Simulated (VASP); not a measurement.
# KF (Carobbiite) (Fm-3m) in VASP: settings compared

KF (Carobbiite) is run at these levels: BLYP, r2SCAN, PBE; tasks: relaxation of cell and atoms, single point.

Everything below comes from runs of VASP 6.6.1. Logs are shortened: lines on timing, memory, paths and dates and some standing lists are left out, and cuts for length are marked.

### 1 The cell of the first run

It takes space group Fm-3m (No. 225, cubic). Conventional cell: a = 5.344 Å, b = 5.344 Å, c = 5.344 Å, α = 90.00°, β = 90.00°, γ = 90.00°. K (site symmetry m-3m) has 6 F at 2.67 Å within 3.5 Å. F (site symmetry m-3m) has 6 K at 2.67 Å within 3.5 Å.

### 2 Relaxation of cell and atoms, BLYP

Contents of INCAR:

```
PREC     = Accurate       # precision mode
ENCUT    = 600            # plane-wave cutoff, eV
EDIFF    = 1E-6           # SCF threshold, eV
ISMEAR   = -1             # smearing method
SIGMA    = 0.05           # smearing width, eV
LREAL    = False          # projectors in reciprocal space
LASPH    = True           # aspherical terms in the spheres
NELM     = 80             # most SCF steps
ALGO     = Normal         # electronic algorithm
ISIF     = 3              # what is computed and relaxed
LWAVE    = False          # write WAVECAR
LCHARG   = False          # write CHGCAR
GGA      = B5             # functional
ALDAX    = 1.0          
AGGAX    = 1.0          
AGGAC    = 1.0          
ALDAC    = 0.0          
IBRION   = 2              # ionic algorithm
NSW      = 60             # ionic steps
EDIFFG   = -0.01          # ionic threshold
```

Contents of KPOINTS:

```
Automatic mesh
0
Gamma
  9 9 9
```

Contents of POSCAR:

```
KF
1.0
    0.0000000000      2.6718500000      2.6718500000
    2.6718500000      0.0000000000      2.6718500000
    2.6718500000      2.6718500000      0.0000000000
K F
1 1
Direct
    0.0000000000      0.0000000000      0.0000000000
    0.5000000000      0.5000000000      0.5000000000
```

Potentials or basis: VASP PAW PBE potentials, release 64 (K_sv, F).

Launch:

```bash
cat potpaw_PBE.64/K_sv/POTCAR potpaw_PBE.64/F/POTCAR > POTCAR
mpirun -np 1 vasp_std > vasp.out
```

OUTCAR:

```text
PREC = Accurate
   ENCUT = 600
   EDIFF = 1E-6
   ISMEAR = -1
   LREAL = False
   LASPH = True
   NELM = 80
   ISIF = 3
   GGA = B5
   IBRION = 2
   NSW = 60
   EDIFFG = -0.01

 ion  position               nearest neighbor table
   1  0.000  0.000  0.000-   2 2.67   2 2.67   2 2.67   2 2.67   2 2.67   2 2.67
   2  0.500  0.500  0.500-   1 2.67   1 2.67   1 2.67   1 2.67   1 2.67   1 2.67

  LATTYP: Found a face centered cubic cell.
 ALAT       =     5.3437000000

  Lattice vectors:

 A1 = (   0.0000000000,   2.6718500000,   2.6718500000)
 A2 = (   2.6718500000,   0.0000000000,   2.6718500000)
 A3 = (   2.6718500000,   2.6718500000,   0.0000000000)

Analysis of symmetry for initial positions (statically):
=====================================================================
 Subroutine PRICEL returns:
 Original cell was already a primitive cell.

 Routine SETGRP: Setting up the symmetry group for a
 face centered cubic supercell.

 Subroutine GETGRP returns: Found 48 space group operations
[... 9 lines left out ...]

 Routine SETGRP: Setting up the symmetry group for a
 face centered cubic supercell.

 Subroutine GETGRP returns: Found 48 space group operations
[... 11 lines left out ...]
                                     Primitive cell

  volume of cell :      38.1475

  direct lattice vectors                    reciprocal lattice vectors
     0.000000000  2.671850000  2.671850000    -0.187136254  0.187136254  0.187136254
     2.671850000  0.000000000  2.671850000     0.187136254 -0.187136254  0.187136254
     2.671850000  2.671850000  0.000000000     0.187136254  0.187136254 -0.187136254

  length of vectors
     3.778566507  3.778566507  3.778566507     0.324129500  0.324129500  0.324129500

  position of ions in fractional coordinates (direct lattice)
     0.000000000  0.000000000  0.000000000
     0.500000000  0.500000000  0.500000000

  ion indices of the primitive-cell ions
   primitive index   ion index
                 1           1
                 2           2

----------------------------------------------------------------------------------------

 KPOINTS: Automatic mesh

Automatic generation of k-mesh.
 Grid dimensions read from file:
 generate k-points for:    9    9    9

 Generating k-lattice:

  Cartesian coordinates                     Fractional coordinates (reciprocal lattice)
    -0.020792917  0.020792917  0.020792917     0.111111111  0.000000000  0.000000000
     0.020792917 -0.020792917  0.020792917     0.000000000  0.111111111  0.000000000
     0.020792917  0.020792917 -0.020792917     0.000000000  0.000000000  0.111111111

  Length of vectors
     0.036014389  0.036014389  0.036014389

  Shift w.r.t. Gamma in fractional coordinates (k-lattice)
     0.000000000  0.000000000  0.000000000

 Subroutine IBZKPT returns following result:
 ===========================================

 Found     35 irreducible k-points:

 Following reciprocal coordinates:
            Coordinates               Weight
  0.000000  0.000000  0.000000      1.000000
  0.111111  0.000000  0.000000      8.000000
  0.222222  0.000000  0.000000      8.000000
  0.333333  0.000000  0.000000      8.000000
  0.444444  0.000000  0.000000      8.000000
  0.111111  0.111111  0.000000      6.000000
[... 16 lines left out ...]
 -0.333333  0.333333  0.000000     12.000000
  0.444444  0.444444  0.000000      6.000000
 [... further k-points ...]
   k-points           NKPTS =     35   k-points in BZ     NKDIM =     35   number of bands    NBANDS=     12
   number of dos      NEDOS =    301   number of ions     NIONS =      2
   total plane-waves  NPLWV =  27000
   dimension x,y,z NGX =    30 NGY =   30 NGZ =   30
   dimension x,y,z NGXF=    60 NGYF=   60 NGZF=   60
   ions per type =               1   1
   NGX,Y,Z   is equivalent  to a cutoff of  13.20, 13.20, 13.20 a.u.
   NGXF,Y,Z  is equivalent  to a cutoff of  26.40, 26.40, 26.40 a.u.
 SYSTEM =  unknown system
   PREC   = accura    normal or accurate (medium, high low for compatibility)
   ISTART =      0    job   : 0-new  1-cont  2-samecut
   ICHARG =      2    charge: 1-file 2-atom 10-const
   ISPIN  =      1    spin polarized calculation?
   LNONCOLLINEAR =      F non collinear calculations
   LSORBIT =      F    spin-orbit coupling
   LASPH  =      T    aspherical Exc in radial PAW
   ENCUT  =  600.0 eV  44.10 Ry    6.64 a.u.   7.55  7.55  7.55*2*pi/ulx,y,z
   NELM   =     80;   NELMIN=  2; NELMDL= -5     # of ELM steps
   EDIFF  = 0.1E-05   stopping-criterion for ELM
   LREAL  =      F    real-space projection
   EDIFFG = -.1E-01   stopping-criterion for IOM
   NSW    =     60    number of steps for IOM
   IBRION =      2    ionic relax: 0-MD 1-quasi-New 2-CG
   NFREE  =      1    steps in history (QN), initial steepest desc. (CG)
   ISIF   =      3    stress and relaxation
   ISYM   =      2    0-nonsym 1-usesym 2-fastsym
   POTIM  = 0.5000    time-step for ionic-motion
   TEBEG  =    0.0;   TEEND  =   0.0 temperature during run
   PSTRESS=    0.0 pullay stress
   NELECT =      16.0000    total number of electrons
   NUPDOWN=      -1.0000    fix difference up-down
   EMIN   =  10.00;   EMAX   =-10.00  energy-range for DOS
   EFERMI =   0.00;   METHOD = LEGACY
   ISMEAR =    -1;   SIGMA  =   0.05  broadening in eV -4-tet -1-fermi 0-gaus
   EFERMI_NEDOS =   21; number of points for ismear=-14 and -15
   IALGO  =     38    algorithm
   IMIX   =      4    mixing-type and parameters
     AMIX     =   0.40;   BMIX     =  1.00
     AMIX_MAG =   1.60;   BMIX_MAG =  1.00
  volume/ion in A,a.u.               =      19.07       128.72
  Fermi-wavevector in a.u.,A,eV,Ry     =   1.225442  2.315750 20.431978  1.501708
  Thomas-Fermi vector in A             =   2.360480
   LORBIT       =      0    0 simple, 1 ext, 2 COOP (PROOUT), +10 PAW based schemes
   GGA     = B5    functional components
   LHFCALC =     F    Hartree Fock is set to
   AEXX    =    0.0000 exact exchange contribution
   IVDW    =     0    specifies the selected vdW correction
   LEPSILON=     F    determine dielectric tensor
   LRPA    =     F    only Hartree local field effects (RPA)
 conjugate gradient relaxation of ions
 non-spin polarized calculation
  energy-cutoff  :      600.00
  volume of cell :       38.15
 maximum number of plane-waves:      1299
 NGX is ok and might be reduce to    30
   NGX = 15   NGY = 15   NGZ = 15

--------------------------------------- Ionic step        1  -------------------------------------------

 number of electron      15.9999997 magnetization

 Free energy of the ion-electron system (eV)
  ---------------------------------------------------
  ext. energy  EPLUGINS =         0.00000000
  ---------------------------------------------------
  free energy    TOTEN  =        -8.11496414 eV

  energy without entropy =       -8.11496414  energy(sigma->0) =       -8.11496414

------------------------ aborting loop because EDIFF is reached ----------------------------------------

  FORCE on cell =-STRESS in cart. coord.  units (eV):
  Direction    XX          YY          ZZ          XY          YZ          ZX
  --------------------------------------------------------------------------------------
  -------------------------------------------------------------------------------------
  Total        0.5184834      0.5184834      0.5184834      0.0000000      0.0000000      0.0000000
  in kB       21.7760543     21.7760543     21.7760543      0.0000000      0.0000000      0.0000000
  external PRESSURE =      21.7760543 kB  Pullay stress =       0.0000000 kB
[... 93 lines left out ...]
  energy  without entropy=       -8.1315448098  energy(sigma->0) =       -8.13154481

--------------------------------------- Ionic step        4  -------------------------------------------

 number of electron      15.9999993 magnetization

 Free energy of the ion-electron system (eV)
  ---------------------------------------------------
  ext. energy  EPLUGINS =         0.00000000
  ---------------------------------------------------
  free energy    TOTEN  =        -8.13161139 eV

  energy without entropy =       -8.13161139  energy(sigma->0) =       -8.13161139

 E-fermi :  -1.6354     XC(G=0):  -7.9657

 val. band max:       -2.8470453365   @ k =   0.0000   0.0000   0.0000
 cond. band min:       3.0354781585   @ k =   0.0000   0.0000   0.0000
 fundamental gap:      5.8825234949
 Fermi energy:        -1.6353879185

 k-point     1 :       0.0000    0.0000    0.0000
  band No.  band energies     occupation
      1     -29.0161      2.00000
      2     -21.3326      2.00000
      3     -12.3809      2.00000
      4     -12.3809      2.00000
      5     -12.3809      2.00000
      6      -2.8471      2.00000
      7      -2.8470      2.00000
      8      -2.8470      2.00000
      9       3.0355      0.00000
     10       7.6406      0.00000
     11       7.6406      0.00000
     12       7.6406      0.00000
[... 331 lines left out ...]
 k-point    24 :       0.4444    0.4444    0.0000
  band No.  band energies     occupation
      1     -28.9314      2.00000
      2     -21.3396      2.00000
      3     -12.8137      2.00000
      4     -12.5493      2.00000
      5     -12.5493      2.00000
      6      -3.1063      2.00000
      7      -2.9134      2.00000
      8      -2.9134      2.00000
      9       5.3832      0.00000
     10       6.8679      0.00000
     11       8.6465      0.00000
     12      10.3839      0.00000

 [... further k-points ...]
[... 5 lines left out ...]
  --------------------------------------------------------------------------------------
  -------------------------------------------------------------------------------------
  Total        0.0051402      0.0051402      0.0051402      0.0000000      0.0000000      0.0000000
  in kB        0.2022753      0.2022753      0.2022753      0.0000000      0.0000000      0.0000000
  external PRESSURE =       0.2022753 kB  Pullay stress =       0.0000000 kB
[... 17 lines left out ...]
  FREE ENERGIE OF THE ION-ELECTRON SYSTEM (eV)
  ---------------------------------------------------
  free  energy   TOTEN  =        -8.1316113922 eV

  energy  without entropy=       -8.1316113922  energy(sigma->0) =       -8.13161139

 reached required accuracy - stopping structural energy minimisation
```

It took 41 s on 1 thread of Intel Xeon 6975P-C (Granite Rapids), shared host; peak memory 0.18 GiB.

Results:

```yaml
Free_energy: -8.1316 eV
Relaxed_volume: 20.36 Å³/atom
Relaxed_cell: a = 3.861 Å, b = 3.861 Å, c = 3.861 Å, α = 60.00°, β = 60.00°, γ = 60.00°
Space_group_after_relaxing_to_0.05_Å: Fm-3m (No. 225)
Energy_gained_by_relaxing: 8.3 meV/atom
Ionic_steps: 4
Pressure_after_relaxing: 0.0 GPa
Band_gap_on_the_k_mesh: 5.88 eV, direct
```

Step by step:
```tsv
step	energy change (eV)	largest force (eV/Å)	pressure (GPa)	volume (Å³)
1	0.0000	0.0000	2.18	38.15
2	-0.0136	0.0000	0.84	39.60
3	-0.0166	0.0000	0.10	40.58
4	-0.0166	0.0000	0.02	40.71
```

Final structure:
```
CELL_PARAMETERS angstrom
0.00000 2.73049 2.73049
2.73049 0.00000 2.73049
2.73049 2.73049 0.00000
ATOMIC_POSITIONS crystal
K 0.00000 0.00000 0.00000
F 0.50000 0.50000 0.50000
```

Caveat: the PAW data sets were made with another functional, which shifts forces and pressure a little. As with any semilocal functional, this BLYP gap is likely too small.

### 3 Relaxation of cell and atoms, r2SCAN

POSCAR is that of step 2.

Contents of INCAR.step1:

```
SYSTEM = KF
PREC     = Accurate       ! precision mode
ENCUT    = 600            ! plane-wave cutoff, eV
ISMEAR   = -1             ! smearing method
SIGMA    = 0.05           ! smearing width, eV
LREAL    = .False.        ! projectors in reciprocal space
LASPH    = .True.         ! aspherical terms in the spheres
NELM     = 80             ! most SCF steps
GGA      = PE             ! functional
ALGO     = Normal         ! electronic algorithm
EDIFF    = 1E-4           ! SCF threshold, eV
LWAVE    = .True.         ! write WAVECAR
LCHARG   = .False.        ! write CHGCAR
```

Contents of INCAR.step2:

```
SYSTEM = KF
PREC     = Accurate       ! precision mode
ENCUT    = 600            ! plane-wave cutoff, eV
EDIFF    = 1E-6           ! SCF threshold, eV
ISMEAR   = -1             ! smearing method
SIGMA    = 0.05           ! smearing width, eV
LREAL    = .False.        ! projectors in reciprocal space
LASPH    = .True.         ! aspherical terms in the spheres
NELM     = 80             ! most SCF steps
ALGO     = Normal         ! electronic algorithm
ISIF     = 3              ! what is computed and relaxed
LWAVE    = .False.        ! write WAVECAR
LCHARG   = .False.        ! write CHGCAR
METAGGA  = R2SCAN         ! meta-GGA
LMIXTAU  = .True.       
IBRION   = 2              ! ionic algorithm
NSW      = 60             ! ionic steps
EDIFFG   = -0.01          ! ionic threshold
ISTART   = 1
```

Contents of KPOINTS:

```
Automatic mesh
0
Gamma
  9 9 9
  0 0 0
```

Potentials or basis: VASP PAW PBE potentials, release 64 (K_sv, F).

Launch:

```bash
cat potpaw_PBE.64/K_sv/POTCAR potpaw_PBE.64/F/POTCAR > POTCAR
cp INCAR.step1 INCAR
mpirun -np 1 vasp_std > vasp.out
cp INCAR.step2 INCAR
mpirun -np 1 vasp_std > vasp.out
```

It took 93 s on 1 thread of Intel Xeon 6975P-C (Granite Rapids), shared host; peak memory 0.17 GiB.

The run converged. Its results:

```yaml
Free_energy: -14.9767 eV
Relaxed_volume: 18.79 Å³/atom
Relaxed_cell: a = 3.760 Å, b = 3.760 Å, c = 3.760 Å, α = 60.00°, β = 60.00°, γ = 60.00°
Space_group_after_relaxing_to_0.05_Å: Fm-3m (No. 225)
Energy_gained_by_relaxing: 0.5 meV/atom
Ionic_steps: 3
Pressure_after_relaxing: 0.0 GPa
Band_gap_on_the_k_mesh: 6.91 eV, direct
```

The path:
```
step  energy change (eV)  largest force (eV/Å)  pressure (GPa)  volume (Å³)
   1              0.0000                0.0000           -0.54        38.15
   2             -0.0009                0.0000           -0.23        37.80
   3             -0.0010                0.0000           -0.03        37.58
```

Final structure:
```
CELL_PARAMETERS angstrom
0.00000 2.65858 2.65858
2.65858 0.00000 2.65858
2.65858 2.65858 0.00000
ATOMIC_POSITIONS crystal
K 0.00000 0.00000 0.00000
F 0.50000 0.50000 0.50000
```

Levels at points of the mesh, in eV from the valence-band top:
```tsv
k point	band 4	band 5	band 6	band 7	band 8	band 9	band 10	band 11	band 12
(0.00, 0.00, 0.00)	-9.55	-9.55	0.00	0.00	0.00	6.91	11.50	11.50	11.50
```

Caveat: the PAW data sets were made with another functional, which shifts forces and pressure a little. A k mesh can miss the band edges.

### 4 Single point, PBE

Contents of INCAR:

```
SYSTEM = KF
PREC = Accurate
ENCUT = 520
EDIFF = 1E-7
ISMEAR = -1
SIGMA = 0.05
LREAL = .False.
LASPH = .True.
NELM = 80
ALGO = Normal
ISIF = 2
LWAVE = .False.
LCHARG = .True.
GGA = PE
LELF = .True.
LVHAR = .True.
NBANDS = 15
```

KPOINTS is that of step 3.

POSCAR is that of step 3.

Launch:

```bash
cat potpaw_PBE.64/K_sv/POTCAR potpaw_PBE.64/F/POTCAR > POTCAR
mpirun -np 1 vasp_std > vasp.out
```

It took 41 s on 1 thread of AMD EPYC 7R13, shared host; peak memory 0.13 GiB.

Results (log left out):

* Free energy: -8.2901 eV
* Pressure: 1.4 GPa
* Band gap on the k mesh: 6.17 eV, direct

Levels at points of the mesh, in eV from the valence-band top:
```csv
k point,band 4,band 5,band 6,band 7,band 8,band 9,band 10,band 11,band 12,band 13
"(0.00, 0.00, 0.00)",-9.39,-9.39,0.00,0.00,0.00,6.17,10.68,10.68,10.68,12.35
```

### 5 Summary

| task | level | cell | cutoff (eV) | gap on the mesh (eV) | pressure (GPa) | relaxed volume (Å³/atom) |
| --- | --- | --- | --- | --- | --- | --- |
| relaxation of cell and atoms | BLYP | relaxed | 600 | 5.88 | 0.0 | 20.36 |
| relaxation of cell and atoms | r2SCAN | relaxed | 600 | 6.91 | 0.0 | 18.79 |
| single point | PBE | as given | 520 | 6.17 | 1.4 | - |

Alike in all rows: potentials or basis VASP PAW PBE potentials, release 64 (K_sv, F); no spin polarisation; k mesh 9 × 9 × 9; smearing fermi-dirac 0.05 eV.

Caveats: the PAW data sets were made with another functional, which shifts forces and pressure a little (some runs).

Absolute energies hang on the potentials; compare differences alone.
